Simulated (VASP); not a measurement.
A run of VASP 6.6.1 is set up as follows.

The input INCAR:

```
SYSTEM = Sn3As
ALGO = Fast
EDIFF = 1E-7
ENCUT = 520
GGA = PE
ISIF = 2
ISMEAR = 0
LASPH = .TRUE.
LCHARG = .FALSE.
LREAL = .FALSE.
LWAVE = .FALSE.
NBANDS = 32
NELM = 80
PREC = Accurate
SIGMA = 0.1
```

KPOINTS

```
k-points
0
G
  12 12 12
  0 0 0
```

Contents of POSCAR:

```
Sn3As
1.0
   -2.9707030523      2.9707030523      2.9707030523
    2.9707030523     -2.9707030523      2.9707030523
    2.9707030523      2.9707030523     -2.9707030523
Sn As
3 1
Direct
    0.0000000000      0.5000000000      0.5000000000
    0.5000000000      0.0000000000      0.5000000000
    0.5000000000      0.5000000000      0.0000000000
    0.0000000000      0.0000000000      0.0000000000
```

Potentials or basis: VASP PAW PBE potentials, release 64 (Sn_d, As).

The run is started by

```sh
$ cat potpaw_PBE.64/Sn_d/POTCAR potpaw_PBE.64/As/POTCAR > POTCAR
$ mpirun -np 1 vasp_std > vasp.out
```

Predict the pressure.

1.7 GPa.

What does it give for the band gap on the k mesh?

Zero (an odd number of electrons rules out a gap without spin polarisation).

Caveat: spin-orbit coupling is left out, which moves the levels of the heavy elements.
